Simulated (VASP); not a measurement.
Set up this calculation in VASP 6.6.1, as the native input.

```yaml
Task: electric field gradients
Functional: LDA
Potentials_or_basis: VASP PAW LDA potentials, release 64 (Zn, Se)
Cutoff: 520 eV
k_mesh: 8 × 8 × 8
Occupations: fermi-dirac, width 0.03 eV
Spin: no spin polarisation
Dipole_correction: no
Further_INCAR_settings: ALGO = Normal; EDIFF = 1e-08; NBANDS = 16
```

The structure of ZnSe lies in POSCAR:

```
ZnSe
1.0
    0.0000000000      2.8338000000      2.8621380000
    2.8338000000      0.0000000000      2.8621380000
    2.8338000000      2.8338000000      0.0000000000
Zn Se
1 1
Direct
    0.0000000000      0.0000000000      0.0000000000
    0.7500000000      0.7500000000      0.7500000000
```

This cell differs from its parent crystal: zz strain of +1 %.

One way to write it, as run:

INCAR

```
ALGO     = Normal         # electronic algorithm
EDIFF    = 1E-8           # SCF threshold, eV
ENCUT    = 520            # plane-wave cutoff, eV
ISIF     = 2              # what is computed and relaxed
ISMEAR   = -1             # smearing method
LASPH    = T              # aspherical terms in the spheres
LCHARG   = F              # write CHGCAR
LEFG     = T            
LREAL    = F              # projectors in reciprocal space
LWAVE    = F              # write WAVECAR
NBANDS   = 16             # bands
NELM     = 60             # most SCF steps
PREC     = Accurate       # precision mode
SIGMA    = 0.03           # smearing width, eV
```

KPOINTS

```
k-points
0
Gamma
  8 8 8
```

Potentials or basis: VASP PAW LDA potentials, release 64 (Zn, Se).

The run is started by

```sh
$ cat potpaw_LDA.64/Zn/POTCAR potpaw_LDA.64/Se/POTCAR > POTCAR
$ mpirun -np 1 vasp_std > vasp.out
```

It gave:

The pressure is -3.6 GPa and the band gap on the k mesh is 1.02 eV, direct.

Caveat: the cell differs from its parent crystal (zz strain of +1 %); without QUAD_EFG the Cq values of the log hold for a quadrupole moment of 1 mb, not for the nuclei.

Wall time 22 s on 1 thread of AMD EPYC 9R45 (Zen 5), on a shared host, peak memory 0.14 GiB.
